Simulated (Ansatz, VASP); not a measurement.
## Two plane-wave programs on LiH

```
Li H
1.0
     2.53762    0.00000    0.00000
     0.00000    2.53762    0.00000
     0.00000    0.00000    3.40707
Li H
1 1
Cartesian
  0.0000 0.0000 0.0000
  1.2688 1.2688 0.0000
```

Alike in both runs: task relaxation of cell and atoms; functional PBE; k mesh 6 × 6 × 6; occupations gaussian, width 0.1 eV; no spin polarisation.

|  | VASP | Ansatz |
| --- | --- | --- |
| version | VASP 6.6.1 | Ansatz 0.2.0 |
| potentials or method | VASP PAW PBE potentials, release 64 (Li_sv, H), cutoff 600 eV | scalar-relativistic, plane waves, PAW |
| valence electrons in the cell | 4 | 4 |

```csv
,VASP,Ansatz,Ansatz less VASP
relaxed volume (Å³/atom),12.77,13.95,+1.182
relaxed cell length with the largest relative difference (Å),3.566,3.868,+0.3022
```

One of these differences is far larger than is usual between the two programs; its cause wasn't traced.

The k mesh is coarse, so the values compare programs but aren't converged. Noted on VASP's run: the cutoff is short for stress, so the pressure is rough; the volume moved by over 15 % at a fixed basis, so the end points are rough.
